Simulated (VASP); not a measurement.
TePb, 2 atoms in the cell. The typed cell holds 2 atoms: a = 4.002 Å, b = 4.002 Å, c = 4.002 Å, α = 90.00°, β = 90.00°, γ = 90.00°. 

```yaml
Program: VASP 6.6.1
Task: single point
Functional: PBE
Potentials_or_basis: VASP PAW PBE potentials, release 64 (Pb_d, Te)
Cutoff: 520 eV
k_mesh: 6 × 6 × 6
Occupations: fermi-dirac, width 0.05 eV
Spin: no spin polarisation
Dipole_correction: no
Further_INCAR_settings: ALGO = Normal; EDIFF = 1e-06; NBANDS = 17
```

Potentials or basis: VASP PAW PBE potentials, release 64 (Pb_d, Te).

Launch:

```sh
$ cat potpaw_PBE.64/Pb_d/POTCAR potpaw_PBE.64/Te/POTCAR > POTCAR
$ mpirun -np 1 vasp_std > vasp.out
```

Hardware: 1 thread of AMD EPYC 7R43 64-Core Processor (Zen 3), on a shared host.

Question: How long does it take, and how much memory?

Answer: Run time: 88 s on 1 thread of AMD EPYC 7R43 64-Core Processor (Zen 3) (shared host), peak memory 0.22 GiB. Counts: scf iterations 11, k points 112.
